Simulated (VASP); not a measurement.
A run of VASP 6.6.1 is set up as follows.

Contents of POSCAR:

```
SiO2
1.0
    4.0997064209      0.0000000000      0.0000000000
    0.0000000000      4.0997064209      0.0000000000
    0.0000000000      0.0000000000      2.6143843615
Si O
2 4
Direct
    0.0000000000      0.0000000000      0.0000000000
    0.5000000000      0.5000000000      0.5000000000
    0.3060968949      0.3060968949      0.0000000000
    0.6939031051      0.6939031051      0.0000000000
    0.8060968949      0.1939031051      0.5000000000
    0.1939031051      0.8060968949      0.5000000000
```

Contents of INCAR.step1:

```
SYSTEM = SiO2
PREC = Accurate
ENCUT = 600
ISMEAR = -1
SIGMA = 0.08
LREAL = .False.
LASPH = .True.
NELM = 60
GGA = PE
ALGO = Normal
EDIFF = 1E-4
LWAVE = .True.
LCHARG = .False.
```

INCAR.step2

```
SYSTEM = SiO2
PREC = Accurate
ENCUT = 600
EDIFF = 1E-6
ISMEAR = -1
SIGMA = 0.08
LREAL = .False.
LASPH = .True.
NELM = 60
ALGO = Normal
ISIF = 4
LWAVE = .False.
LCHARG = .False.
METAGGA = R2SCAN
LMIXTAU = .True.
IBRION = 2
NSW = 50
EDIFFG = -0.005
ISTART = 1
```

Contents of KPOINTS:

```
Automatic mesh
0
Gamma
  8 8 11
  0 0 0
```

Potentials or basis: VASP PAW PBE potentials, release 64 (Si, O).

Command:

```bash
$ cat potpaw_PBE.64/Si/POTCAR potpaw_PBE.64/O/POTCAR > POTCAR
$ cp INCAR.step1 INCAR
$ mpirun -np 1 vasp_std > vasp.out
$ cp INCAR.step2 INCAR
$ mpirun -np 1 vasp_std > vasp.out
```

(1) Predict the band gap on the k mesh.

Results:

(1) 7.57 eV.
